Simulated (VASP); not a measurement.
Set up this calculation in VASP 6.6.1, as the native input.

```yaml
Task: single point
Functional: LDA
Potentials_or_basis: VASP PAW LDA potentials, release 64 (Mg, S)
Cutoff: 520 eV
k_mesh: 10 × 10 × 10
Occupations: gaussian, width 0.05 eV
Spin: no spin polarisation
Dipole_correction: no
Further_INCAR_settings: ALGO = Normal; EDIFF = 1e-07; NBANDS = 11
```

The structure of MgS lies in POSCAR:

```
MgS
1.0
    0.0000000000      2.6016500000      2.6016500000
    2.6016500000      0.0000000000      2.6016500000
    2.6016500000      2.6016500000      0.0000000000
Mg S
1 1
Direct
    0.0000000000      0.0000000000      0.0000000000
    0.5000000000      0.5000000000      0.5000000000
```

These files were run (other wordings do the same):

INCAR

```
SYSTEM = MgS
ALGO = Normal ; EDIFF = 1E-7
ENCUT = 520 ; GGA = CA
ISIF = 2 ; ISMEAR = 0
LASPH = .True. ; LCHARG = .True.
LELF = .True. ; LREAL = .False.
LVHAR = .True. ; LWAVE = .False.
NBANDS = 11 ; NELM = 100
PREC = Accurate ; SIGMA = 0.05
```

KPOINTS

```
k-points
0
Gamma
  10 10 10
  0 0 0
```

Potentials or basis: VASP PAW LDA potentials, release 64 (Mg, S).

Command:

```sh
$ cat potpaw_LDA.64/Mg/POTCAR potpaw_LDA.64/S/POTCAR > POTCAR
$ mpirun -np 1 vasp_std > vasp.out
```

It gave:

```yaml
Pressure: -3.9 GPa
Band_gap_on_the_k_mesh: 2.56 eV, indirect (least direct gap 3.49 eV)
```

Wall time 14 s on 1 thread of Intel Xeon 6975P-C, with other jobs on the host, peak memory 0.15 GiB.
